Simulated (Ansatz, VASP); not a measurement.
**HgTe: VASP beside Ansatz**

Contents of INCAR:

```
PREC     = Accurate       # precision mode
ENCUT    = 520            # plane-wave cutoff, eV
EDIFF    = 1E-8           # SCF threshold, eV
ISMEAR   = -1             # smearing method
SIGMA    = 0.03           # smearing width, eV
LREAL    = False          # projectors in reciprocal space
LASPH    = True           # aspherical terms in the spheres
NELM     = 100            # most SCF steps
ALGO     = Normal         # electronic algorithm
ISIF     = 2              # what is computed and relaxed
LWAVE    = False          # write WAVECAR
LCHARG   = False          # write CHGCAR
GGA      = CA             # functional
LEFG     = True         
NBANDS   = 16             # bands
```

KPOINTS

```
Automatic mesh
0
Gamma
  11 11 11
```

File POSCAR:

```
HgTe
1.0
    0.0000000000      3.2659193382      3.2659193382
    3.2659193382      0.0000000000      3.2659193382
    3.2659193382      3.2659193382      0.0000000000
Hg Te
1 1
Direct
    0.0000000000      0.0000000000      0.0000000000
    0.7500000000      0.7500000000      0.7500000000
```

Input for Ansatz:

```yaml
crystal:
  lattice:
    - [0.0, 3.2659193382, 3.2659193382]
    - [3.2659193382, 0.0, 3.2659193382]
    - [3.2659193382, 3.2659193382, 0.0]
  atoms:
    - { symbol: Hg, position: [0.0, 0.0, 0.0] }
    - { symbol: Te, position: [0.75, 0.75, 0.75] }
kpoints:
  mp_grid: { grid: [11, 11, 11] }
scf:
  occupations: { method: fermi_dirac, width: 0.03 }
hamiltonian:
  xc: lda
  pseudopotentials: { kind: paw }
output:
  forces: true
  stress: true
  eigenvalues: true
  efg: { contact_densities: true }
  write_density: true
  write_potential: true
  elf: true
  volumetric_format: npy
```

Change from the starting cell: volume scaled by 1.04, PAW files.

Alike in both runs: task electric field gradients; functional LDA; k mesh 11 × 11 × 11; occupations fermi-dirac, width 0.03 eV; no spin polarisation.

|  | VASP | Ansatz |
| --- | --- | --- |
| version | VASP 6.6.1 | Ansatz 0.2.0 |
| potentials or method | VASP PAW LDA potentials, release 64 (Hg, Te) | PAW with Ansatz's default frozen-core files, scalar-relativistic |
| plane-wave cutoff (eV) | 520 | 420 |
| valence electrons in the cell | 18 | 36 |

|  | VASP | Ansatz | Ansatz less VASP |
| --- | --- | --- | --- |
| pressure (GPa) | -1.7 | -1.9 | -0.22 |

LDA's correlation is that of Perdew and Zunger in VASP and of Perdew and Wang (1992) in Ansatz. VASP's potentials hold 18 valence electrons a cell and Ansatz's 36, so a difference there can come from the potentials and not from the codes.

Neither program's run includes spin-orbit coupling.
